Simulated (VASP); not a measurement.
ZnS, 2 atoms in the cell. The structure is cubic, space group F-43m (No. 216). The conventional cell has a = 5.387 Å, b = 5.387 Å, c = 5.387 Å, α = 90.00°, β = 90.00°, γ = 90.00°. Within 3.1 Å of Zn (site symmetry -43m) lie 4 S at 2.33 Å. S (site symmetry -43m) has 4 Zn at 2.33 Å within 3.1 Å. 

- Program: VASP 6.6.1
- Task: single point
- Functional: PBE
- Potentials or basis: VASP PAW PBE potentials, release 64 (Zn, S)
- Cutoff: 500 eV
- k mesh: 6 × 6 × 6
- Occupations: gaussian, width 0.1 eV
- Spin: no spin polarisation
- Dipole correction: no
- Further INCAR settings: ALGO = Normal; EDIFF = 1e-06; NBANDS = 16

Potentials or basis: VASP PAW PBE potentials, release 64 (Zn, S).

Run with:

```bash
$ cat potpaw_PBE.64/Zn/POTCAR potpaw_PBE.64/S/POTCAR > POTCAR
$ mpirun -np 1 vasp_std > vasp.out
```

Hardware: 1 thread of Intel(R) Xeon(R) 6975P-C (Granite Rapids), with other jobs on the host.

Q: Estimate the wall time of this run.

A: Wall time 4.7 s on 1 thread of Intel(R) Xeon(R) 6975P-C (Granite Rapids), on a shared host, peak memory 0.15 GiB. Counts: scf iterations 12, k points 16.
